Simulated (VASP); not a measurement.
Write the native input for VASP 6.6.1 that does the following.

```
Task                   : single point
Functional             : PBEsol
Potentials or basis    : VASP PAW PBE potentials, release 64 (Au)
Cutoff                 : 520 eV
k mesh                 : 20 × 20 × 20
Occupations            : gaussian, width 0.15 eV
Spin                   : no spin polarisation
Dipole correction      : no
Further INCAR settings : ALGO = Normal; EDIFF = 1e-06; NBANDS = 12
```

The structure of Au lies in POSCAR:

```
Au
1.0
    0.0000000000      2.0761825000      1.9841350000
    2.0761825000      0.0000000000      1.9841350000
    2.0761825000      2.0761825000      0.0000000000
Au
1
Direct
    0.0000000000      0.0000000000      0.0000000000
```

This cell differs from its parent crystal: strain +0.015 along x and y, -0.030 along z.

These files were run (other wordings do the same):

INCAR

```
SYSTEM = Au
  ALGO = Normal
  EDIFF = 1E-6
  ENCUT = 520
  GGA = PS
  ISIF = 2
  ISMEAR = 0
  LASPH = .True.
  LCHARG = .False.
  LREAL = .False.
  LWAVE = .False.
  NBANDS = 12
  NELM = 60
  PREC = Accurate
  SIGMA = 0.15
```

KPOINTS

```
k-points
0
Gamma
  20 20 20
  0 0 0
```

Potentials or basis: VASP PAW PBE potentials, release 64 (Au).

Launch:

```bash
$ cat potpaw_PBE.64/Au/POTCAR > POTCAR
$ mpirun -np 1 vasp_std > vasp.out
```

Results of the run:

| Quantity | Value |
| --- | --- |
| Pressure | -1.1 GPa |

Caveat: the cell differs from its parent crystal (strain +0.015 along x and y, -0.030 along z); the PAW data sets were made with another functional, which shifts forces and pressure a little.

It took 2.6 min on 1 thread of AMD EPYC 7R43 64-Core Processor (Zen 3), with other jobs on the host, peak memory 0.22 GiB.
